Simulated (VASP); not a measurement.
ZnSe, 4 atoms in the cell. The cell holds a slab with vacuum, 4 atoms: a = 4.054 Å, b = 5.733 Å, c = 18.027 Å, α = 90.00°, β = 90.00°, γ = 90.00°. 

- Program: VASP 6.6.1
- Task: single point
- Functional: PBE
- Potentials or basis: VASP PAW PBE potentials, release 64 (Zn, Se)
- Cutoff: 520 eV
- k mesh: 6 × 5 × 1
- Occupations: fermi-dirac, width 0.02 eV
- Spin: no spin polarisation
- Dipole correction: yes
- Further INCAR settings: ALGO = Normal; EDIFF = 1e-06; NBANDS = 26

Potentials or basis: VASP PAW PBE potentials, release 64 (Zn, Se).

Run with:

```sh
$ cat potpaw_PBE.64/Zn/POTCAR potpaw_PBE.64/Se/POTCAR > POTCAR
$ mpirun -np 1 vasp_std > vasp.out
```

Hardware: 1 thread of Intel(R) Xeon(R) Platinum 8259CL CPU @ 2.50GHz (Skylake/Cascade Lake) (shared host).

Problem. Estimate the wall time of this run.

Solution. Wall time 3.3 min on 1 thread of Intel(R) Xeon(R) Platinum 8259CL CPU @ 2.50GHz (Skylake/Cascade Lake) (shared host), peak memory 0.52 GiB. Counts: scf iterations 22, k points 12.
